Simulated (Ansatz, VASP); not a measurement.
## One calculation of Sc2B3, two programs

File INCAR:

```
SYSTEM = Sc2B3
PREC = Accurate
ENCUT = 600
EDIFF = 1E-6
ISMEAR = 0
SIGMA = 0.1
LREAL = .FALSE.
LASPH = .TRUE.
NELM = 100
ALGO = Normal
ISIF = 3
LWAVE = .FALSE.
LCHARG = .FALSE.
GGA = PE
IBRION = 2
NSW = 100
EDIFFG = -0.01
```

Contents of KPOINTS:

```
Automatic mesh
0
G
  12 12 6
  0 0 0
```

POSCAR

```
Sc2B3
1.0
    3.4211974421      0.0000000000      0.0000000000
   -1.7105987210      2.9628438962      0.0000000000
    0.0000000000      0.0000000000      6.8658211896
Sc B
2 3
Direct
    0.3333333333      0.6666666667      0.1795519822
    0.0000000000      0.0000000000      0.5625562807
    0.8338205272      0.1661794728      0.9142684424
    0.8338205272      0.6676410544      0.9142684424
    0.3323589456      0.1661794728      0.9142684424
```

Input for Ansatz:

```yaml
crystal:
  lattice:
    - [3.4211974421, 0.0, 0.0]
    - [-1.710598721, 2.9628438962, 0.0]
    - [0.0, 0.0, 6.8658211896]
  atoms:
    - { symbol: Sc, position: [0.3333333333, 0.6666666667, 0.1795519822] }
    - { symbol: Sc, position: [0.0, 0.0, 0.5625562807] }
    - { symbol: B, position: [0.8338205272, 0.1661794728, 0.9142684424] }
    - { symbol: B, position: [0.8338205272, 0.6676410544, 0.9142684424] }
    - { symbol: B, position: [0.3323589456, 0.1661794728, 0.9142684424] }
basis:
  ecutwfc: 420
kpoints:
  mp_grid: { grid: [12, 12, 6] }
hamiltonian:
  xc: pbe
scf:
  occupations: { method: gaussian, width: 0.1 }
output:
  forces: true
  stress: true
  eigenvalues: true
relax:
  adjacent_minimum: "off"
  f_tol: 0.01
  max_steps: 80
  cell: { stress_tol: 0.05 }
```

Alike in both runs: task relaxation of cell and atoms; functional PBE; k mesh 12 × 12 × 6; occupations gaussian, width 0.1 eV; no spin polarisation.

|  | VASP | Ansatz |
| --- | --- | --- |
| version | VASP 6.6.1 | Ansatz 0.2.0 |
| potentials or method | VASP PAW PBE potentials, release 64 (Sc_sv, B), cutoff 600 eV | scalar-relativistic, plane waves, PAW |
| valence electrons in the cell | 31 | 31 |

```tsv
	VASP	Ansatz	Ansatz less VASP
gap on the k mesh at the Fermi level, each at its own relaxed structure (eV)	none	none	-
relaxed volume (Å³/atom)	13.94	13.93	-0.016
relaxed cell length with the largest relative difference (Å)	6.878	6.872	-0.0051
```

A gap of «none» marks a metal or a gap that the smearing closes.
